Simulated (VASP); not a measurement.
# Sc (I4_1/amd) in VASP: relaxation of cell and atoms with PBE

Aim: the relaxation of cell and atoms of Sc with PBE.

Program: VASP 6.6.1. These are calculated values, not measurements. Logs are shortened: lines on timing, memory, paths and dates and some standing lists are left out, and cuts for length are marked.

### Step 1. The cell of the first run

Symmetry: I4_1/amd, No. 141, tetragonal system. Conventional cell: a = 4.289 Å, b = 4.289 Å, c = 2.671 Å, α = 90.00°, β = 90.00°, γ = 90.00°. Within 3.0 Å of Sc (site symmetry -4m2) lie 10 Sc at 2.25 to 2.93 Å.

### Step 2. Relaxation of cell and atoms, PBE, target pressure 89 GPa, at which the enthalpy is minimised

Contents of INCAR:

```
SYSTEM = Sc
ALGO     = Normal         ! electronic algorithm
EDIFF    = 1E-6           ! SCF threshold, eV
EDIFFG   = -0.005         ! ionic threshold
ENCUT    = 600            ! plane-wave cutoff, eV
GGA      = PE             ! functional
IBRION   = 2              ! ionic algorithm
ISIF     = 3              ! what is computed and relaxed
ISMEAR   = -1             ! smearing method
LASPH    = .TRUE.         ! aspherical terms in the spheres
LCHARG   = .FALSE.        ! write CHGCAR
LREAL    = .FALSE.        ! projectors in reciprocal space
LWAVE    = .FALSE.        ! write WAVECAR
NELM     = 60             ! most SCF steps
NSW      = 32             ! ionic steps
PREC     = Accurate       ! precision mode
PSTRESS  = 890.0        
SIGMA    = 0.1            ! smearing width, eV
```

Contents of KPOINTS:

```
k-points
0
G
  17 17 17
  0 0 0
```

Contents of POSCAR:

```
Sc
1.0
   -2.1447128337      2.1447128337      1.3356314735
    2.1447128337     -2.1447128337      1.3356314735
    2.1447128337      2.1447128337     -1.3356314735
Sc
2
Direct
   -0.3750000000     -0.1250000000     -0.2500000000
    0.3750000000      0.1250000000      0.2500000000
```

Potentials or basis: VASP PAW PBE potentials, release 64 (Sc_sv).

Run with:

```sh
> cat potpaw_PBE.64/Sc_sv/POTCAR > POTCAR
> mpirun -np 1 vasp_std > vasp.out
```

OUTCAR:

```text
SYSTEM = Sc
   EDIFF = 1E-6
   EDIFFG = -0.005
   ENCUT = 600
   GGA = PE
   IBRION = 2
   ISIF = 3
   ISMEAR = -1
   LASPH = .TRUE.
   LREAL = .FALSE.
   NELM = 60
   NSW = 32
   PREC = Accurate
   PSTRESS = 890.0

 ion  position               nearest neighbor table
   1  0.625  0.875  0.750-   2 2.25   2 2.25   2 2.25   2 2.25   2 2.93   2 2.93   2 2.93   2 2.93

   2  0.375  0.125  0.250-   1 2.25   1 2.25   1 2.25   1 2.25   1 2.93   1 2.93   1 2.93   1 2.93

  LATTYP: Found a body centered tetragonal cell.
 ALAT       =     4.2894256674
 C/A-ratio  =     0.6227553883

  Lattice vectors:

 A1 = (  -2.1447128337,   2.1447128337,   1.3356314735)
 A2 = (   2.1447128337,  -2.1447128337,   1.3356314735)
 A3 = (   2.1447128337,   2.1447128337,  -1.3356314735)

Analysis of symmetry for initial positions (statically):
=====================================================================
 Subroutine PRICEL returns:
 Original cell was already a primitive cell.

 Routine SETGRP: Setting up the symmetry group for a
 body centered tetragonal supercell.

 Subroutine GETGRP returns: Found 16 space group operations
 (whereof  4 operations were pure point group operations)
 out of a pool of 16 trial point group operations.

The static configuration has the point symmetry C_2h.
 The point group associated with its full space group is D_4h.

Analysis of symmetry for dynamics (positions and initial velocities):
=====================================================================
 Subroutine PRICEL returns:
 Original cell was already a primitive cell.

 Routine SETGRP: Setting up the symmetry group for a
 body centered tetragonal supercell.

 Subroutine GETGRP returns: Found 16 space group operations
 (whereof  4 operations were pure point group operations)
 out of a pool of 16 trial point group operations.

The dynamic configuration has the point symmetry C_2h.
 The point group associated with its full space group is D_4h.

 Subroutine INISYM returns: Found 16 space group operations
 (whereof  4 operations are pure point group operations),
 and found     1 'primitive' translations

----------------------------------------------------------------------------------------

                                     Primitive cell

  volume of cell :      24.5745

  direct lattice vectors                    reciprocal lattice vectors
    -2.144712834  2.144712834  1.335631474     0.000000000  0.233131444  0.374354760
     2.144712834 -2.144712834  1.335631474     0.233131444  0.000000000  0.374354760
     2.144712834  2.144712834 -1.335631474     0.233131444  0.233131444  0.000000000

  length of vectors
     3.314136043  3.314136043  3.314136043     0.441012196  0.441012196  0.329697650

  position of ions in fractional coordinates (direct lattice)
     0.625000000  0.875000000  0.750000000
     0.375000000  0.125000000  0.250000000

  ion indices of the primitive-cell ions
   primitive index   ion index
                 1           1
                 2           2

----------------------------------------------------------------------------------------

 KPOINTS: k-points

Automatic generation of k-mesh.
 Grid dimensions read from file:
 generate k-points for:   17   17   17

 Generating k-lattice:

  Cartesian coordinates                     Fractional coordinates (reciprocal lattice)
     0.000000000  0.013713614  0.022020868     0.058823529  0.000000000  0.000000000
     0.013713614  0.000000000  0.022020868     0.000000000  0.058823529  0.000000000
     0.013713614  0.013713614  0.000000000     0.000000000  0.000000000  0.058823529

  Length of vectors
     0.025941894  0.025941894  0.019393979

  Shift w.r.t. Gamma in fractional coordinates (k-lattice)
     0.000000000  0.000000000  0.000000000

 Subroutine IBZKPT returns following result:
 ===========================================

 Found    405 irreducible k-points:

 Following reciprocal coordinates:
            Coordinates               Weight
  0.000000  0.000000  0.000000      1.000000
  0.058824 -0.000000  0.000000      8.000000
  0.117647  0.000000  0.000000      8.000000
  0.176471 -0.000000  0.000000      8.000000
  0.235294  0.000000  0.000000      8.000000
  0.294118 -0.000000  0.000000      8.000000
[... 16 lines left out ...]
 -0.176471  0.058824 -0.000000     16.000000
 -0.117647  0.058824  0.000000     16.000000
 [... further k-points ...]
   k-points           NKPTS =    405   k-points in BZ     NKDIM =    405   number of bands    NBANDS=     15
   number of dos      NEDOS =    301   number of ions     NIONS =      2
   total plane-waves  NPLWV =  21952
   dimension x,y,z NGX =    28 NGY =   28 NGZ =   28
   dimension x,y,z NGXF=    56 NGYF=   56 NGZF=   56
   ions per type =               2
   NGX,Y,Z   is equivalent  to a cutoff of  14.05, 14.05, 14.05 a.u.
   NGXF,Y,Z  is equivalent  to a cutoff of  28.09, 28.09, 28.09 a.u.
 SYSTEM =  Sc
   PREC   = accura    normal or accurate (medium, high low for compatibility)
   ISTART =      0    job   : 0-new  1-cont  2-samecut
   ICHARG =      2    charge: 1-file 2-atom 10-const
   ISPIN  =      1    spin polarized calculation?
   LNONCOLLINEAR =      F non collinear calculations
   LSORBIT =      F    spin-orbit coupling
   LASPH  =      T    aspherical Exc in radial PAW
   ENCUT  =  600.0 eV  44.10 Ry    6.64 a.u.   6.62  6.62  6.62*2*pi/ulx,y,z
   NELM   =     60;   NELMIN=  2; NELMDL= -5     # of ELM steps
   EDIFF  = 0.1E-05   stopping-criterion for ELM
   LREAL  =      F    real-space projection
   EDIFFG = -.5E-02   stopping-criterion for IOM
   NSW    =     32    number of steps for IOM
   IBRION =      2    ionic relax: 0-MD 1-quasi-New 2-CG
   NFREE  =      1    steps in history (QN), initial steepest desc. (CG)
   ISIF   =      3    stress and relaxation
   ISYM   =      2    0-nonsym 1-usesym 2-fastsym
   POTIM  = 0.5000    time-step for ionic-motion
   TEBEG  =    0.0;   TEEND  =   0.0 temperature during run
   PSTRESS=  890.0 pullay stress
   NELECT =      22.0000    total number of electrons
   NUPDOWN=      -1.0000    fix difference up-down
   EMIN   =  10.00;   EMAX   =-10.00  energy-range for DOS
   EFERMI =   0.00;   METHOD = LEGACY
   ISMEAR =    -1;   SIGMA  =   0.10  broadening in eV -4-tet -1-fermi 0-gaus
   EFERMI_NEDOS =   21; number of points for ismear=-14 and -15
   IALGO  =     38    algorithm
   IMIX   =      4    mixing-type and parameters
     AMIX     =   0.40;   BMIX     =  1.00
     AMIX_MAG =   1.60;   BMIX_MAG =  1.00
  volume/ion in A,a.u.               =      12.29        82.92
  Fermi-wavevector in a.u.,A,eV,Ry     =   1.577808  2.981624 33.871394  2.489477
  Thomas-Fermi vector in A             =   2.678434
   LORBIT       =      0    0 simple, 1 ext, 2 COOP (PROOUT), +10 PAW based schemes
   GGA     = PE    functional components
   LHFCALC =     F    Hartree Fock is set to
   AEXX    =    0.0000 exact exchange contribution
   IVDW    =     0    specifies the selected vdW correction
   LEPSILON=     F    determine dielectric tensor
   LRPA    =     F    only Hartree local field effects (RPA)
 conjugate gradient relaxation of ions
 non-spin polarized calculation
  energy-cutoff  :      600.00
  volume of cell :       24.57
 maximum number of plane-waves:       834
   NGX = 13   NGY = 13   NGZ = 13

--------------------------------------- Ionic step        1  -------------------------------------------

 number of electron      22.0000000 magnetization

 Free energy of the ion-electron system (eV)
  ---------------------------------------------------
  ext. energy  EPLUGINS =         0.00000000
  ---------------------------------------------------
  free energy    TOTEN  =        -7.38821410 eV

  energy without entropy =       -7.34174099  energy(sigma->0) =       -7.36497754

------------------------ aborting loop because EDIFF is reached ----------------------------------------

  FORCE on cell =-STRESS in cart. coord.  units (eV):
  Direction    XX          YY          ZZ          XY          YZ          ZX
  --------------------------------------------------------------------------------------
  -------------------------------------------------------------------------------------
  Total       14.1366894     14.1366894     13.8671922      0.0000000     -0.0000000      0.0000000
  in kB      921.6655634    921.6655634    904.0952341      0.0000000     -0.0000000      0.0000000
  external PRESSURE =      25.8087869 kB  Pullay stress =     890.0000000 kB
[... 97 lines left out ...]
  energy  without entropy=       -7.4854891615  energy(sigma->0) =       -7.50900611

  enthalpy is  TOTEN    =         6.2605297143 eV   P V=       13.7930527733

[... ionic steps 4 to 7 ...]

--------------------------------------- Ionic step        8  -------------------------------------------

 number of electron      21.9999997 magnetization

------------------------ aborting loop because EDIFF is reached ----------------------------------------
[... 71 lines left out ...]
--------------------------------------- Ionic step       10  -------------------------------------------

 number of electron      21.9999997 magnetization

 Free energy of the ion-electron system (eV)
  ---------------------------------------------------
  ext. energy  EPLUGINS =         0.00000000
  ---------------------------------------------------
  free energy    TOTEN  =        -7.52717919 eV

  energy without entropy =       -7.47984732  energy(sigma->0) =       -7.50351325

 E-fermi :   8.5996     XC(G=0): -13.0300

 val. band max:        8.5952390053   @ k =  -0.2353   0.1176   0.0000
 cond. band min:       8.5996095073   @ k =   0.2353   0.1176   0.0588
 fundamental gap:      0.0043705020
 Fermi energy:         8.5995803620

 k-point     1 :       0.0000    0.0000    0.0000
  band No.  band energies     occupation
      1     -40.5863      2.00000
      2     -38.6283      2.00000
      3     -19.9952      2.00000
      4     -19.9952      2.00000
      5     -17.5041      2.00000
      6     -17.4276      2.00000
      7     -16.8453      2.00000
      8     -16.8453      2.00000
      9       3.7279      2.00000
     10       4.1846      2.00000
     11       8.0560      1.99132
     12       8.7953      0.24755
     13      10.3019      0.00000
     14      12.2710      0.00000
[... 401 lines left out ...]
      2     -38.6707      2.00000
      3     -19.9950      2.00000
      4     -19.8953      2.00000
      5     -17.6230      2.00000
      6     -17.4770      2.00000
      7     -16.9422      2.00000
      8     -16.8395      2.00000
      9       4.0418      2.00000
     10       4.4166      2.00000
     11       8.1206      1.98351
     12       8.7251      0.44366
     13      10.0116      0.00000
     14      11.6624      0.00000
     15      11.9820      0.00000

 [... further k-points ...]

------------------------ aborting loop because EDIFF is reached ----------------------------------------

  FORCE on cell =-STRESS in cart. coord.  units (eV):
  Direction    XX          YY          ZZ          XY          YZ          ZX
  --------------------------------------------------------------------------------------
  -------------------------------------------------------------------------------------
  Total       13.7879674     13.7879674     13.7793054      0.0000000     -0.0000000     -0.0000000
  in kB      890.0497703    890.0497703    889.4906109      0.0000000     -0.0000000     -0.0000000
  external PRESSURE =      -0.1366161 kB  Pullay stress =     890.0000000 kB
[... 21 lines left out ...]
  energy  without entropy=       -7.4798473164  energy(sigma->0) =       -7.50351325

  enthalpy is  TOTEN    =         6.2600172317 eV   P V=       13.7871964235

 reached required accuracy - stopping structural energy minimisation
```

Wall time 7 min (1 thread of Intel Xeon 6975P-C (Granite Rapids), shared host); peak memory 0.29 GiB.

Results:

| Item | Value |
| --- | --- |
| Free energy | -7.5272 eV |
| Relaxed volume | 12.41 Å³/atom |
| Relaxed cell | a = 3.330 Å, b = 3.330 Å, c = 3.330 Å, α = 99.21°, β = 99.21°, γ = 132.83° |
| Space group after relaxing (to 0.1 Å) | I4_1/amd (No. 141) |
| Energy change on relaxing (the run minimises the enthalpy) | -69.5 meV/atom |
| Ionic steps | 10 |
| Pressure after relaxing | 89.0 GPa |
| Band gap on the k mesh | zero (bands 11 and 12 overlap by 3.04 eV) |

The path:
```
step  energy change (eV)  largest force (eV/Å)  pressure (GPa)  volume (Å³)
   1              0.0000                0.0000           91.58        24.57
   2             -0.3898                0.0000           83.95        25.28
   3             -0.1443                0.0000           88.72        24.83
   4             -0.1415                0.0000           88.77        24.83
   5             -0.1378                0.0000           89.01        24.82
   6             -0.1370                0.0000           89.05        24.82
   7             -0.1368                0.0000           89.06        24.82
   8             -0.1369                0.0000           89.06        24.82
   9             -0.1447                0.0000           88.88        24.83
  10             -0.1390                0.0000           88.99        24.82
```

Final structure:
```
Sc
1.0
    -2.15803    2.15803    1.33236
     2.15803   -2.15803    1.33236
     2.15803    2.15803   -1.33236
Sc
2
Direct
  0.62500 0.87500 0.75000
  0.37500 0.12500 0.25000
```

Levels at points of the mesh, in eV from the Fermi level:
| k point | band 7 | band 8 | band 9 | band 10 | band 11 | band 12 | band 13 | band 14 | band 15 |
| --- | --- | --- | --- | --- | --- | --- | --- | --- | --- |
| (0.00, 0.00, 0.00) | -25.44 | -25.44 | -4.87 | -4.41 | -0.54 | 0.20 | 1.70 | 3.67 | 3.67 |

Caveat: the cell is relaxed towards a set pressure, so the run minimises the enthalpy, not the energy.
